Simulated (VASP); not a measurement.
Set up this calculation in VASP 6.6.1, as the native input.

```yaml
Task: single point
Functional: PBE
Potentials_or_basis: VASP PAW PBE potentials, release 64 (Zn, In_d, O)
Cutoff: 520 eV
k_mesh: 4 × 4 × 4
Occupations: gaussian, width 0.1 eV
Spin: collinear spin, ferromagnetic start
Starting_moments: "[0.0, 0.0, 0.0, 1.0] μB"
Dipole_correction: no
Further_INCAR_settings: ALGO = Normal; EDIFF = 1e-07; NBANDS = 34
```

The structure of Zn2InO lies in POSCAR:

```
Zn2InO
1.0
    4.1289917100      0.0000000000      0.0000000000
    0.0000000000      4.1289917100      0.0000000000
    0.0000000000      0.0000000000      4.5980106000
Zn In O
2 1 1
Direct
    0.5000000000      0.0000000000      0.6569881400
    0.0000000000      0.5000000000      0.3430118600
    0.5000000000      0.5000000000      0.5000000000
    0.0000000000      0.0000000000      0.0000000000
```

The cell was generated, and may not be a known phase.

One way to write it, as run:

INCAR

```
PREC     = Accurate       # precision mode
ENCUT    = 520            # plane-wave cutoff, eV
EDIFF    = 1E-7           # SCF threshold, eV
ISMEAR   = 0              # smearing method
SIGMA    = 0.1            # smearing width, eV
LREAL    = F              # projectors in reciprocal space
LASPH    = T              # aspherical terms in the spheres
NELM     = 150            # most SCF steps
ALGO     = Normal         # electronic algorithm
ISIF     = 2              # what is computed and relaxed
LWAVE    = F              # write WAVECAR
LCHARG   = F              # write CHGCAR
ISPIN    = 2              # spin polarisation
MAGMOM   = 0 0 0 1        # initial moments
LORBIT   = 11             # projections on sites
GGA      = PE             # functional
NBANDS   = 34             # bands
```

KPOINTS

```
Automatic mesh
0
Gamma
  4 4 4
```

Potentials or basis: VASP PAW PBE potentials, release 64 (Zn, In_d, O).

Launch:

```sh
$ cat potpaw_PBE.64/Zn/POTCAR potpaw_PBE.64/In_d/POTCAR potpaw_PBE.64/O/POTCAR > POTCAR
$ mpirun -np 1 vasp_std > vasp.out
```

It gave:

```yaml
Pressure: 21.7 GPa
Largest_force: 4.260 eV/Å
Net_moment: 0.00 μB per cell
Valence_electrons_inside_the_program's_atomic_spheres: Zn 10.93; In 12.05; O 4.74
```

Caveat: the k points lie up to 0.38 Å⁻¹ apart; forces of over 1 eV/Å act on the atoms, so gaps and moduli don't describe the material at rest.

It took 53 s on 1 thread of AMD EPYC 9R45 96-Core Processor (Zen 5), with other jobs on the host, peak memory 0.22 GiB.
